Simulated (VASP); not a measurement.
Wanted: the native input for a VASP 6.6.1 run.

| Property | Result |
| --- | --- |
| Task | single point |
| Functional | PBE |
| Potentials or basis | VASP PAW PBE potentials, release 64 (Al, N) |
| Cutoff | 520 eV |
| k mesh | 12 × 12 × 6 |
| Occupations | gaussian, width 0.05 eV |
| Spin | no spin polarisation |
| Dipole correction | no |
| Further INCAR settings | ALGO = Normal; EDIFF = 1e-07; NBANDS = 16 |

The structure of AlN lies in POSCAR:

```
AlN
1.0
    2.8798203977      0.0000000000      0.0000000000
   -1.4399101989      2.4939976228      0.0000000000
    0.0000000000      0.0000000000      5.4194180270
Al N
2 2
Direct
    0.3333333333      0.6666666667      0.0017287175
    0.6666666667      0.3333333333      0.5017287175
    0.3333333333      0.6666666667      0.3832712825
    0.6666666667      0.3333333333      0.8832712825
```

This cell differs from its parent crystal: strain -0.080 along x and y, +0.080 along z.

One way to write it, as run:

INCAR

```
PREC     = Accurate       # precision mode
ENCUT    = 520            # plane-wave cutoff, eV
EDIFF    = 1E-7           # SCF threshold, eV
ISMEAR   = 0              # smearing method
SIGMA    = 0.05           # smearing width, eV
LREAL    = False          # projectors in reciprocal space
LASPH    = True           # aspherical terms in the spheres
NELM     = 60             # most SCF steps
ALGO     = Normal         # electronic algorithm
ISIF     = 2              # what is computed and relaxed
LWAVE    = False          # write WAVECAR
LCHARG   = False          # write CHGCAR
GGA      = PE             # functional
NBANDS   = 16             # bands
```

KPOINTS

```
Automatic mesh
0
Gamma
  12 12 6
```

Potentials or basis: VASP PAW PBE potentials, release 64 (Al, N).

The run is started by

```bash
$ cat potpaw_PBE.64/Al/POTCAR potpaw_PBE.64/N/POTCAR > POTCAR
$ mpirun -np 1 vasp_std > vasp.out
```

It gave:

| Item | Value |
| --- | --- |
| Pressure | 29.5 GPa |
| Largest force | 1.509 eV/Å |
| Band gap on the k mesh | 3.79 eV, direct |

Caveat: the cell differs from its parent crystal (strain -0.080 along x and y, +0.080 along z); forces of over 1 eV/Å act on the atoms, so gaps and moduli don't describe the material at rest.

Wall time 36 s on 1 thread of Intel Xeon 6975P-C, on a shared host, peak memory 0.18 GiB.
